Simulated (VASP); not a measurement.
A run of VASP 6.6.1:

Contents of POSCAR:

```
HfO2
1.0
    0.0000000000      2.4909671670      2.4909671670
    2.4909671670      0.0000000000      2.4909671670
    2.4909671670      2.4909671670      0.0000000000
Hf O
1 2
Direct
    0.0000000000      0.0000000000      0.0000000000
    0.2500000000      0.2500000000      0.2500000000
    0.7500000000      0.7500000000      0.7500000000
```

Contents of INCAR.step1:

```
SYSTEM = HfO2
PREC = Accurate
ENCUT = 660
ISMEAR = 0
SIGMA = 0.05
LREAL = .FALSE.
LASPH = .TRUE.
NELM = 120
NBANDS = 18
GGA = PE
ALGO = Normal
EDIFF = 1E-5
LWAVE = .TRUE.
LCHARG = .FALSE.
GGA_COMPAT = .FALSE.
```

The input INCAR.step2:

```
SYSTEM = HfO2
PREC = Accurate
ENCUT = 660
EDIFF = 1E-6
ISMEAR = 0
SIGMA = 0.05
LREAL = .FALSE.
LASPH = .TRUE.
NELM = 120
ALGO = Normal
ISIF = 2
LWAVE = .FALSE.
LCHARG = .TRUE.
METAGGA = R2SCAN
LMIXTAU = .TRUE.
IVDW = 13
VDW_S6 = 1.0
VDW_S8 = 0.6018749
VDW_A1 = 0.51559235
VDW_A2 = 5.77342911
LELF = .TRUE.
LVHAR = .TRUE.
NBANDS = 18
ISTART = 1
GGA_COMPAT = .FALSE.
```

KPOINTS

```
regular mesh
0
G
  8 8 8
  0 0 0
```

Potentials or basis: VASP PAW PBE potentials, release 64 (Hf_pv, O).

Launch:

```sh
$ cat potpaw_PBE.64/Hf_pv/POTCAR potpaw_PBE.64/O/POTCAR > POTCAR
$ cp INCAR.step1 INCAR
$ mpirun -np 1 vasp_std > vasp.out
$ cp INCAR.step2 INCAR
$ mpirun -np 1 vasp_std > vasp.out
```

Hardware: 1 thread of Intel Xeon 8259CL, on a shared host.

Estimate the wall time of this run.

It took 100 s on 1 thread of Intel Xeon 8259CL, with other jobs on the host, peak memory 0.18 GiB. Counts: k points 29.
